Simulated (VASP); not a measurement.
A run of VASP 6.6.1 is set up as follows.

POSCAR

```
Pt
1.0
    2.6041501076      0.0000000000      0.0000000000
    0.0000000000      2.6041501076      0.0000000000
    0.0000000000      0.0000000000      2.6041501076
Pt
1
Direct
    0.0000000000      0.0000000000      0.0000000000
```

File INCAR.step1:

```
PREC = Accurate
ENCUT = 550
ISMEAR = -1
SIGMA = 0.1
LREAL = False
LASPH = True
NELM = 120
NBANDS = 11
GGA = PE
ALGO = Normal
EDIFF = 1E-5
LWAVE = True
LCHARG = False
GGA_COMPAT = False
```

The input INCAR.step2:

```
PREC = Accurate
ENCUT = 550
EDIFF = 1E-6
ISMEAR = -1
SIGMA = 0.1
LREAL = False
LASPH = True
NELM = 120
ALGO = Normal
ISIF = 2
LWAVE = False
LCHARG = True
METAGGA = R2SCAN
LMIXTAU = True
LELF = True
LVHAR = True
NBANDS = 11
ISTART = 1
GGA_COMPAT = False
```

The input KPOINTS:

```
regular mesh
0
Gamma
  6 6 6
```

Potentials or basis: VASP PAW PBE potentials, release 64 (Pt).

Launch:

```console
$ cat potpaw_PBE.64/Pt/POTCAR > POTCAR
$ cp INCAR.step1 INCAR
$ mpirun -np 1 vasp_std > vasp.out
$ cp INCAR.step2 INCAR
$ mpirun -np 1 vasp_std > vasp.out
```

Task: Estimate the band gap on the k mesh.

Result: Zero (band 5 reaches 10.53 eV, above the bottom of band 6 at 7.29 eV).

Task: Predict the pressure.

Result: 1.6 GPa.

Caveat: the k points lie up to 0.40 Å⁻¹ apart; the PAW data sets were made with another functional, which shifts forces and pressure a little; spin-orbit coupling is left out, which moves the levels of the heavy elements.
